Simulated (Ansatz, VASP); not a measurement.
**SnTe: VASP beside Ansatz**

```xyz
2
Lattice="-0.0316 3.1407 3.1407 3.1407 -0.0316 3.1407 3.1407 3.1407 -0.0316" Properties=species:S:1:pos:R:3 pbc="T T T"
Sn    0.0000    0.0000    0.0000
Te    3.1249    3.1249    3.1249
```

Change from the starting cell: equal xy, yz and zx shear strains of -1 %, crystal datasets.

Alike in both runs: task electric field gradients; functional PBEsol; k mesh 11 × 11 × 11; occupations fermi-dirac, width 0.08 eV; no spin polarisation.

```csv
,VASP,Ansatz
version,VASP 6.6.1,Ansatz 0.2.0
potentials or method,"VASP PAW PBE potentials, release 64 (Sn_d, Te), cutoff 520 eV","all-electron PAW with datasets made for the crystal, scalar-relativistic"
```

```tsv
	VASP	Ansatz	Ansatz less VASP
pressure (GPa)	-0.5	-0.5	0.00
traceless stress, the component that is largest in VASP (GPa)	0.16	0.16	0.000
size of Vzz on the site where it differs most (V/Å²)	11.4	11.8	+0.38
```

VASP's potentials were made for PBE, not for PBEsol. Ansatz ran all-electron here, and VASP with PAW potentials.

Neither program's run includes spin-orbit coupling.
